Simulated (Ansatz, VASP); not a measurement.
## Na: VASP beside Ansatz

```
Na
1.0
    -1.68355    1.68355    2.84715
     1.68355   -1.68355    2.84715
     1.68355    1.68355   -2.84715
Na
1
Direct
  0.00000 0.00000 0.00000
```

Alike in both runs: task single point; functional LDA; k mesh 18 × 18 × 18; occupations gaussian, width 0.15 eV; no spin polarisation.

|  | VASP | Ansatz |
| --- | --- | --- |
| version | VASP 6.6.1 | Ansatz 0.2.0 |
| potentials or method | VASP PAW LDA potentials, release 64 (Na_pv), cutoff 520 eV | scalar-relativistic, plane waves, PAW |
| valence electrons in the cell | 7 | 9 |

Ansatz gave:

| Property | Result |
| --- | --- |
| gap on the k mesh at the Fermi level (eV) | none |
| pressure (GPa) | 0.3 |
| traceless stress, the component that is largest in VASP (GPa) | -0.66 |

Question: Estimate VASP's values.

Answer: gap on the k mesh at the Fermi level (eV): none; pressure (GPa): 0.3; traceless stress, the component that is largest in VASP (GPa): -0.67.

LDA's correlation is that of Perdew and Zunger in VASP and of Perdew and Wang (1992) in Ansatz. A gap of «none» marks a metal or a gap that the smearing closes. VASP's potentials hold 7 valence electrons a cell and Ansatz's 9, so a difference there can come from the potentials and not from the codes.
